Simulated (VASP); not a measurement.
# SiC in VASP: relaxation of cell and atoms with PBE

Aim: the relaxation of cell and atoms of SiC with PBE.

Everything below comes from runs of VASP 6.6.1. Logs are shortened: lines on timing, memory, paths and dates and some standing lists are left out, and cuts for length are marked.

**1. The cell of the first run**

The typed cell holds 12 atoms: a = 3.095 Å, b = 3.095 Å, c = 15.185 Å, α = 90.00°, β = 90.00°, γ = 120.00°.

**2. Relaxation of cell and atoms, PBE**

File INCAR:

```
PREC = Accurate ; ENCUT = 600
EDIFF = 1E-6 ; ISMEAR = 0
SIGMA = 0.02 ; LREAL = F
LASPH = T ; NELM = 80
ALGO = Normal ; ISIF = 3
LWAVE = F ; LCHARG = F
GGA = PE ; IBRION = 2
NSW = 100 ; EDIFFG = -0.005
```

File KPOINTS:

```
regular mesh
0
Gamma
  12 12 2
```

File POSCAR:

```
SiC
1.0
    1.5474216106     -2.6801718365      0.0000000000
    1.5474216106      2.6801718365      0.0000000000
    0.0000000000      0.0000000000     15.1848130317
Si C
6 6
Direct
    0.1666761845      0.8333238155      0.8577299514
    0.8333238155      0.1666761845      0.3577299514
    0.4999848465      0.5000151535      0.5244683961
    0.5000151535      0.4999848465      0.0244683961
    0.8333482772      0.1666517228      0.6911956360
    0.1666517228      0.8333482772      0.1911956360
    0.5000159569      0.4999840431      0.6498327582
    0.4999840431      0.5000159569      0.1498327582
    0.1666787188      0.8333212812      0.9827157086
    0.8333212812      0.1666787188      0.4827157086
    0.8333408908      0.1666591092      0.8161975497
    0.1666591092      0.8333408908      0.3161975497
```

Potentials or basis: VASP PAW PBE potentials, release 64 (Si, C).

Command:

```sh
cat potpaw_PBE.64/Si/POTCAR potpaw_PBE.64/C/POTCAR > POTCAR
mpirun -np 1 vasp_std > vasp.out
```

OUTCAR:

```text
PREC = Accurate
   ENCUT = 600
   EDIFF = 1E-6
   ISMEAR = 0
   LREAL = F
   LASPH = T
   NELM = 80
   ISIF = 3
   GGA = PE
   IBRION = 2
   NSW = 100
   EDIFFG = -0.005

 ion  position               nearest neighbor table
   1  0.167  0.833  0.858-  11 1.89  11 1.89  11 1.89   9 1.90   5 3.10   5 3.10   5 3.10   4 3.10
                             4 3.10   4 3.10
   2  0.833  0.167  0.358-  12 1.89  12 1.89  12 1.89  10 1.90   6 3.10   6 3.10   6 3.10   3 3.10
                             3 3.10   3 3.10
   3  0.500  0.500  0.524-  10 1.90  10 1.90  10 1.90   7 1.90   5 3.10   5 3.10   5 3.10   2 3.10
                             2 3.10   2 3.10
   4  0.500  0.500  0.024-   9 1.90   9 1.90   9 1.90   8 1.90   6 3.10   6 3.10   6 3.10   1 3.10
                             1 3.10   1 3.10
   5  0.833  0.167  0.691-   7 1.89   7 1.89   7 1.89  11 1.90   1 3.10   1 3.10   1 3.10   3 3.10
                             3 3.10   3 3.10
   6  0.167  0.833  0.191-   8 1.89   8 1.89   8 1.89  12 1.90   2 3.10   2 3.10   2 3.10   4 3.10
                             4 3.10   4 3.10
   7  0.500  0.500  0.650-   5 1.89   5 1.89   5 1.89   3 1.90
   8  0.500  0.500  0.150-   6 1.89   6 1.89   6 1.89   4 1.90
   9  0.167  0.833  0.983-   4 1.90   4 1.90   4 1.90   1 1.90
  10  0.833  0.167  0.483-   3 1.90   3 1.90   3 1.90   2 1.90
  11  0.833  0.167  0.816-   1 1.89   1 1.89   1 1.89   5 1.90
  12  0.167  0.833  0.316-   2 1.89   2 1.89   2 1.89   6 1.90

  LATTYP: Found a hexagonal cell.
 ALAT       =     3.0948432212
 C/A-ratio  =     4.9064886155

  Lattice vectors:

 A1 = (   3.0948432212,   0.0000000000,   0.0000000000)
 A2 = (  -1.5474216106,   2.6801718365,   0.0000000000)
 A3 = (   0.0000000000,   0.0000000000,  15.1848130317)

Analysis of symmetry for initial positions (statically):
=====================================================================
 Subroutine PRICEL returns:
 Original cell was already a primitive cell.

 Routine SETGRP: Setting up the symmetry group for a
 hexagonal supercell.

 Subroutine GETGRP returns: Found  4 space group operations
 (whereof  2 operations were pure point group operations)
 out of a pool of 24 trial point group operations.

The static configuration has the point symmetry C_1h.
 The point group associated with its full space group is C_2v.

Analysis of symmetry for dynamics (positions and initial velocities):
=====================================================================
 Subroutine PRICEL returns:
 Original cell was already a primitive cell.

 Routine SETGRP: Setting up the symmetry group for a
 hexagonal supercell.

 Subroutine GETGRP returns: Found  4 space group operations
 (whereof  2 operations were pure point group operations)
 out of a pool of 24 trial point group operations.

The dynamic configuration has the point symmetry C_1h.
 The point group associated with its full space group is C_2v.

 Subroutine INISYM returns: Found  4 space group operations
 (whereof  2 operations are pure point group operations),
 and found     1 'primitive' translations

----------------------------------------------------------------------------------------

                                     Primitive cell

  volume of cell :     125.9536

  direct lattice vectors                    reciprocal lattice vectors
     1.547421611 -2.680171837  0.000000000     0.323118145 -0.186555203  0.000000000
     1.547421611  2.680171837  0.000000000     0.323118145  0.186555203  0.000000000
     0.000000000  0.000000000 15.184813032     0.000000000  0.000000000  0.065855272

  length of vectors
     3.094807702  3.094807702 15.184813032     0.373106123  0.373106123  0.065855272

  position of ions in fractional coordinates (direct lattice)
     0.166676184  0.833323816  0.857729951
     0.833323816  0.166676184  0.357729951
     0.499984846  0.500015154  0.524468396
     0.500015154  0.499984846  0.024468396
     0.833348277  0.166651723  0.691195636
     0.166651723  0.833348277  0.191195636
     0.500015957  0.499984043  0.649832758
     0.499984043  0.500015957  0.149832758
     0.166678719  0.833321281  0.982715709
     0.833321281  0.166678719  0.482715709
     0.833340891  0.166659109  0.816197550
     0.166659109  0.833340891  0.316197550

  ion indices of the primitive-cell ions
   primitive index   ion index
                 1           1
                 2           2
                 3           3
                 4           4
                 5           5
                 6           6
                 7           7
                 8           8
                 9           9
                10          10
                11          11
                12          12

----------------------------------------------------------------------------------------

 KPOINTS: regular mesh

Automatic generation of k-mesh.
 Grid dimensions read from file:
 generate k-points for:   12   12    2

 Generating k-lattice:

  Cartesian coordinates                     Fractional coordinates (reciprocal lattice)
     0.026926512 -0.015546267  0.000000000     0.083333333  0.000000000  0.000000000
     0.026926512  0.015546267  0.000000000     0.000000000  0.083333333  0.000000000
     0.000000000  0.000000000  0.032927636     0.000000000  0.000000000  0.500000000

  Length of vectors
     0.031092177  0.031092177  0.032927636

  Shift w.r.t. Gamma in fractional coordinates (k-lattice)
     0.000000000  0.000000000  0.000000000

 Subroutine IBZKPT returns following result:
 ===========================================

 Found     86 irreducible k-points:

 Following reciprocal coordinates:
            Coordinates               Weight
  0.000000  0.000000  0.000000      1.000000
  0.083333  0.000000  0.000000      4.000000
  0.166667 -0.000000  0.000000      4.000000
  0.250000 -0.000000  0.000000      4.000000
  0.333333 -0.000000  0.000000      4.000000
  0.416667 -0.000000  0.000000      4.000000
[... 16 lines left out ...]
  0.500000  0.166667  0.000000      4.000000
 -0.416667  0.166667  0.000000      4.000000
 [... further k-points ...]
   k-points           NKPTS =     86   k-points in BZ     NKDIM =     86   number of bands    NBANDS=     31
   number of dos      NEDOS =    301   number of ions     NIONS =     12
   total plane-waves  NPLWV =  98784
   dimension x,y,z NGX =    28 NGY =   28 NGZ =  126
   dimension x,y,z NGXF=    56 NGYF=   56 NGZF=  252
   ions per type =               6   6
   NGX,Y,Z   is equivalent  to a cutoff of  15.04, 15.04, 13.79 a.u.
   NGXF,Y,Z  is equivalent  to a cutoff of  30.08, 30.08, 27.59 a.u.
 SYSTEM =  unknown system
   PREC   = accura    normal or accurate (medium, high low for compatibility)
   ISTART =      0    job   : 0-new  1-cont  2-samecut
   ICHARG =      2    charge: 1-file 2-atom 10-const
   ISPIN  =      1    spin polarized calculation?
   LNONCOLLINEAR =      F non collinear calculations
   LSORBIT =      F    spin-orbit coupling
   LASPH  =      T    aspherical Exc in radial PAW
   ENCUT  =  600.0 eV  44.10 Ry    6.64 a.u.   6.18  6.18 30.33*2*pi/ulx,y,z
   NELM   =     80;   NELMIN=  2; NELMDL= -5     # of ELM steps
   EDIFF  = 0.1E-05   stopping-criterion for ELM
   LREAL  =      F    real-space projection
   EDIFFG = -.5E-02   stopping-criterion for IOM
   NSW    =    100    number of steps for IOM
   IBRION =      2    ionic relax: 0-MD 1-quasi-New 2-CG
   NFREE  =      1    steps in history (QN), initial steepest desc. (CG)
   ISIF   =      3    stress and relaxation
   ISYM   =      2    0-nonsym 1-usesym 2-fastsym
   POTIM  = 0.5000    time-step for ionic-motion
   TEBEG  =    0.0;   TEEND  =   0.0 temperature during run
   PSTRESS=    0.0 pullay stress
   NELECT =      48.0000    total number of electrons
   NUPDOWN=      -1.0000    fix difference up-down
   EMIN   =  10.00;   EMAX   =-10.00  energy-range for DOS
   EFERMI =   0.00;   METHOD = LEGACY
   ISMEAR =     0;   SIGMA  =   0.02  broadening in eV -4-tet -1-fermi 0-gaus
   EFERMI_NEDOS =   21; number of points for ismear=-14 and -15
   IALGO  =     38    algorithm
   IMIX   =      4    mixing-type and parameters
     AMIX     =   0.40;   BMIX     =  1.00
     AMIX_MAG =   1.60;   BMIX_MAG =  1.00
  volume/ion in A,a.u.               =      10.50        70.83
  Fermi-wavevector in a.u.,A,eV,Ry     =   1.186911  2.242937 19.167328  1.408759
  Thomas-Fermi vector in A             =   2.323074
   LORBIT       =      0    0 simple, 1 ext, 2 COOP (PROOUT), +10 PAW based schemes
   GGA     = PE    functional components
   LHFCALC =     F    Hartree Fock is set to
   AEXX    =    0.0000 exact exchange contribution
   IVDW    =     0    specifies the selected vdW correction
   LEPSILON=     F    determine dielectric tensor
   LRPA    =     F    only Hartree local field effects (RPA)
 conjugate gradient relaxation of ions
 non-spin polarized calculation
 Gauss-broadening in eV      SIGMA  =   0.02
  energy-cutoff  :      600.00
  volume of cell :      125.95
 maximum number of plane-waves:      4232
 NGX is ok and might be reduce to    28
   NGX = 13   NGY = 13   NGZ = 61

--------------------------------------- Ionic step        1  -------------------------------------------

 number of electron      48.0000000 magnetization

 Free energy of the ion-electron system (eV)
  ---------------------------------------------------
  ext. energy  EPLUGINS =         0.00000000
  ---------------------------------------------------
  free energy    TOTEN  =       -90.38194848 eV

  energy without entropy =      -90.38194848  energy(sigma->0) =      -90.38194848

------------------------ aborting loop because EDIFF is reached ----------------------------------------

  FORCE on cell =-STRESS in cart. coord.  units (eV):
  Direction    XX          YY          ZZ          XY          YZ          ZX
  --------------------------------------------------------------------------------------
  -------------------------------------------------------------------------------------
  Total       -0.1166605     -0.1111104     -0.0936672      0.0000000      0.0000000      0.0000000
  in kB       -1.4839656     -1.4133659     -1.1914811      0.0000000      0.0000000      0.0000000
  external PRESSURE =      -1.3629375 kB  Pullay stress =       0.0000000 kB
[... 77 lines left out ...]
  energy  without entropy=      -90.3819567017  energy(sigma->0) =      -90.38195670

--------------------------------------- Ionic step        3  -------------------------------------------

 number of electron      48.0000000 magnetization

 Free energy of the ion-electron system (eV)
  ---------------------------------------------------
  ext. energy  EPLUGINS =         0.00000000
  ---------------------------------------------------
  free energy    TOTEN  =       -90.38199714 eV

  energy without entropy =      -90.38199714  energy(sigma->0) =      -90.38199714

 E-fermi :   8.1370     XC(G=0): -11.2945

 val. band max:        7.9979544504   @ k =   0.0000   0.0000   0.0000
 cond. band min:      10.0275048280   @ k =   0.5000  -0.0000   0.0000
 fundamental gap:      2.0295503776
 Fermi energy:         8.1369766220

 k-point     1 :       0.0000    0.0000    0.0000
  band No.  band energies     occupation
      1      -7.3499      2.00000
      2      -6.8344      2.00000
      3      -6.7986      2.00000
      4      -5.3227      2.00000
      5      -5.2945      2.00000
      6      -3.8347      2.00000
[... 805 lines left out ...]
     30      14.2986      0.00000
     31      14.4294      0.00000

 [... further k-points ...]
[... 5 lines left out ...]
  --------------------------------------------------------------------------------------
  -------------------------------------------------------------------------------------
  Total        0.0013685      0.0028474      0.0073769      0.0000000      0.0000000      0.0000000
  in kB        0.0174196      0.0362440      0.0938990      0.0000000      0.0000000      0.0000000
  external PRESSURE =       0.0491875 kB  Pullay stress =       0.0000000 kB
[... 27 lines left out ...]
  FREE ENERGIE OF THE ION-ELECTRON SYSTEM (eV)
  ---------------------------------------------------
  free  energy   TOTEN  =       -90.3819971366 eV

  energy  without entropy=      -90.3819971366  energy(sigma->0) =      -90.38199714

 reached required accuracy - stopping structural energy minimisation
```

Wall time 24 min (1 thread of Oxide Virtual Turin-like, shared host); peak memory 0.47 GiB.

What came out:

| Item | Value |
| --- | --- |
| Free energy | -90.3820 eV |
| Relaxed volume | 10.49 Å³/atom |
| Relaxed cell | a = 3.094 Å, b = 3.094 Å, c = 15.182 Å, α = 90.00°, β = 90.00°, γ = 120.00° |
| Space group after relaxing (to 0.1 Å) | P6_3mc (No. 186) |
| Energy gained by relaxing | 0.0 meV/atom |
| Ionic steps | 3 |
| Pressure after relaxing | 0.0 GPa |
| Largest force after relaxing | 0.003 eV/Å |
| Band gap on the k mesh | 2.03 eV (least direct gap 3.13 eV) |

Forces on the atoms (eV/Å):
```
Si   0.000  0.000  0.000
Si   0.000  0.000  0.000
Si   0.000  0.000 -0.001
Si   0.000  0.000 -0.001
Si   0.000  0.000  0.003
Si   0.000  0.000  0.003
C    0.000  0.000  0.003
C    0.000  0.000  0.003
C    0.000  0.000 -0.003
C    0.000  0.000 -0.003
C    0.000  0.000 -0.001
C    0.000  0.000 -0.001
```

Final structure:
```cif
data_structure
_symmetry_space_group_name_H-M 'P 1'
_symmetry_Int_Tables_number 1
_cell_length_a 3.0941
_cell_length_b 3.0941
_cell_length_c 15.1819
_cell_angle_alpha 90.000
_cell_angle_beta 90.000
_cell_angle_gamma 120.000
_cell_volume 125.87
loop_
_atom_site_label
_atom_site_type_symbol
_atom_site_fract_x
_atom_site_fract_y
_atom_site_fract_z
_atom_site_occupancy
Si1 Si 0.16668 0.83332 0.85771 1
Si2 Si 0.83332 0.16668 0.35771 1
Si3 Si 0.49999 0.50001 0.52448 1
Si4 Si 0.50001 0.49999 0.02448 1
Si5 Si 0.83335 0.16665 0.69121 1
Si6 Si 0.16665 0.83335 0.19121 1
C1 C 0.50001 0.49999 0.64983 1
C2 C 0.49999 0.50001 0.14983 1
C3 C 0.16668 0.83332 0.98270 1
C4 C 0.83332 0.16668 0.48270 1
C5 C 0.83334 0.16666 0.81621 1
C6 C 0.16666 0.83334 0.31621 1
```

Levels at points of the mesh, in eV from the valence-band top:
```tsv
k point	band 21	band 22	band 23	band 24	band 25	band 26	band 27	band 28
(0.00, 0.00, 0.00)	-0.30	-0.04	0.00	0.00	5.06	5.23	5.63	6.15
(0.50, 0.00, 0.00)	-1.80	-1.77	-1.65	-1.10	2.03	2.21	3.19	3.87
(0.50, 0.50, 0.00)	-1.80	-1.77	-1.65	-1.10	2.03	2.21	3.19	3.87
(0.00, 0.00, 0.50)	-0.10	-0.10	-0.10	-0.10	5.13	5.13	5.87	5.87
(0.50, 0.00, 0.50)	-1.70	-1.70	-1.30	-1.30	2.07	2.07	3.41	3.41
(0.50, 0.50, 0.50)	-1.70	-1.70	-1.30	-1.30	2.07	2.07	3.41	3.41
```
